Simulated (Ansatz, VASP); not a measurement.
Si2Mo: VASP beside Ansatz

```
Mo Si
1.0
    -1.62106    1.62106    3.98222
     1.62106   -1.62106    3.98222
     1.62106    1.62106   -3.98222
Mo Si
1 2
Direct
  0.00000 0.00000 0.00000
  0.66700 0.66700 0.00000
  0.33300 0.33300 0.00000
```

Alike in both runs: task single point; functional PBE; k mesh 12 × 12 × 12; occupations fermi-dirac, width 0.05 eV; no spin polarisation.

|  | VASP | Ansatz |
| --- | --- | --- |
| version | VASP 6.6.1 | Ansatz 0.2.0 |
| potentials or method | VASP PAW PBE potentials, release 64 (Mo_sv, Si) | Ansatz PAW |
| plane-wave cutoff (eV) | 520 | 420 |
| valence electrons in the cell | 22 | 22 |

Ansatz gave:

| Quantity | Value |
| --- | --- |
| gap on the k mesh at the Fermi level (eV) | none |
| pressure (GPa) | -5.6 |
| traceless stress, the component that is largest in VASP (GPa) | -1.42 |
| rms of the force components (eV/Å) | 0.159 |

Task: What did VASP give for the same quantities?

Result: gap on the k mesh at the Fermi level (eV): none; pressure (GPa): -5.5; traceless stress, the component that is largest in VASP (GPa): -1.42; rms of the force components (eV/Å): 0.157.

Atom by atom the forces differ by 0.002 eV/Å (rms over components). A gap of «none» marks a metal or a gap that the smearing closes.
